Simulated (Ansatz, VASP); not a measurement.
One calculation of AlCu3, two programs

The input INCAR:

```
SYSTEM = AlCu3
ALGO     = Normal         ! electronic algorithm
EDIFF    = 1E-6           ! SCF threshold, eV
ENCUT    = 600            ! plane-wave cutoff, eV
GGA      = PS             ! functional
GGA_COMPAT= .False.      
ISIF     = 2              ! what is computed and relaxed
ISMEAR   = 0              ! smearing method
LASPH    = .True.         ! aspherical terms in the spheres
LCHARG   = .False.        ! write CHGCAR
LREAL    = .False.        ! projectors in reciprocal space
LWAVE    = .False.        ! write WAVECAR
NBANDS   = 26             ! bands
NELM     = 120            ! most SCF steps
PREC     = Accurate       ! precision mode
SIGMA    = 0.15           ! smearing width, eV
```

The input KPOINTS:

```
k-points
0
Gamma
  10 10 10
  0 0 0
```

POSCAR

```
AlCu3
1.0
    3.6318704092      0.0000000000      0.0000000000
    0.0000000000      3.6318704092      0.0000000000
    0.0000000000      0.0000000000      3.6318704092
Al Cu
1 3
Direct
    0.0000000000      0.0000000000      0.0000000000
    0.5000000000      0.5000000000      0.0000000000
    0.5000000000      0.0000000000      0.5000000000
    0.0000000000      0.5000000000      0.5000000000
```

Input for Ansatz:

```yaml
crystal:
  lattice:
    - [3.6318704092, 0.0, 0.0]
    - [0.0, 3.6318704092, 0.0]
    - [0.0, 0.0, 3.6318704092]
  atoms:
    - { symbol: Al, position: [0.0, 0.0, 0.0] }
    - { symbol: Cu, position: [0.5, 0.5, 0.0] }
    - { symbol: Cu, position: [0.5, 0.0, 0.5] }
    - { symbol: Cu, position: [0.0, 0.5, 0.5] }
basis:
  ecutwfc: 420
kpoints:
  mp_grid: { grid: [10, 10, 10] }
hamiltonian:
  xc: pbesol
scf:
  occupations: { method: gaussian, width: 0.15 }
output:
  forces: true
  stress: true
  eigenvalues: true
  write_density: true
  write_potential: true
  elf: true
  volumetric_format: npy
```

Alike in both runs: task single point; functional PBEsol; k mesh 10 × 10 × 10; occupations gaussian, width 0.15 eV; no spin polarisation.

|  | VASP | Ansatz |
| --- | --- | --- |
| version | VASP 6.6.1 | Ansatz 0.2.0 |
| potentials or method | VASP PAW PBE potentials, release 64 (Al, Cu), cutoff 600 eV | scalar-relativistic, plane waves, PAW |
| valence electrons in the cell | 36 | 60 |

```csv
,VASP,Ansatz,Ansatz less VASP
gap on the k mesh at the Fermi level (eV),none,none,-
pressure (GPa),0.7,0.1,-0.56
```

VASP's potentials were made for PBE, not for PBEsol. A gap of «none» marks a metal or a gap that the smearing closes. VASP's potentials hold 36 valence electrons a cell and Ansatz's 60, so a difference there can come from the potentials and not from the codes.
